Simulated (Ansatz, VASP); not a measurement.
One calculation of BAs, two programs

```
CELL_PARAMETERS angstrom
0.00000 2.19742 2.57958
2.19742 0.00000 2.57958
2.19742 2.19742 0.00000
ATOMIC_POSITIONS crystal
B 0.00000 0.00000 0.00000
As 0.75000 0.75000 0.75000
```

Change from the starting cell: strain -0.080 along x and y, +0.080 along z, atoms carried along.

Alike in both runs: task single point; functional LDA; k mesh 10 × 10 × 10; occupations gaussian, width 0.05 eV; no spin polarisation.

```csv
,VASP,Ansatz
version,VASP 6.6.1,Ansatz 0.2.0
potentials or method,"VASP PAW LDA potentials, release 64 (B, As_d), cutoff 600 eV","scalar-relativistic, plane waves, PAW"
valence electrons in the cell,18,18
```

|  | VASP | Ansatz | Ansatz less VASP |
| --- | --- | --- | --- |
| gap on the k mesh at the Fermi level (eV) | none | none | - |
| pressure (GPa) | 10.2 | 10.0 | -0.28 |
| traceless stress, the component that is largest in VASP (GPa) | -29.53 | -29.56 | -0.033 |

LDA's correlation is that of Perdew and Zunger in VASP and of Perdew and Wang (1992) in Ansatz. A gap of «none» marks a metal or a gap that the smearing closes.
